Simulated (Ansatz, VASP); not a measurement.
# Al4CoNi3 in VASP and in Ansatz

```
Al Ni Co
1.0
    -2.88677    2.88677    2.88677
     2.88677   -2.88677    2.88677
     2.88677    2.88677   -2.88677
Al Ni Co
4 3 1
Direct
  0.00000 0.50000 0.00000
  0.50000 0.50000 0.50000
  0.00000 0.00000 0.50000
  0.50000 0.00000 0.00000
  0.50000 0.00000 0.50000
  0.50000 0.50000 0.00000
  0.00000 0.50000 0.50000
  0.00000 0.00000 0.00000
```

Alike in both runs: task single point; functional PBE; k mesh 4 × 4 × 4; occupations gaussian, width 0.1 eV; collinear spin.

```csv
,VASP,Ansatz
version,VASP 6.6.1,Ansatz 0.2.0
potentials or method,"VASP PAW PBE potentials, release 64 (Al, Ni, Co), cutoff 520 eV","scalar-relativistic, plane waves, PAW"
valence electrons in the cell,51,83
```

```tsv
	VASP	Ansatz	Ansatz less VASP
gap on the k mesh at the Fermi level (eV)	none	none	-
pressure (GPa)	0.0	0.1	+0.16
net moment per atom (μB)	0.11	0.13	+0.024
size of the moment on the site where the two differ most (μB)	0.59	0.71	+0.116
```

Site moments also hang on the region over which each program counts them. A gap of «none» marks a metal or a gap that the smearing closes. With one functional, cell and mesh, what is left measures potentials, basis and numerics. VASP's potentials hold 51 valence electrons a cell and Ansatz's 83, so a difference there can come from the potentials and not from the codes.

The k mesh is coarse, so the values compare programs but aren't converged.
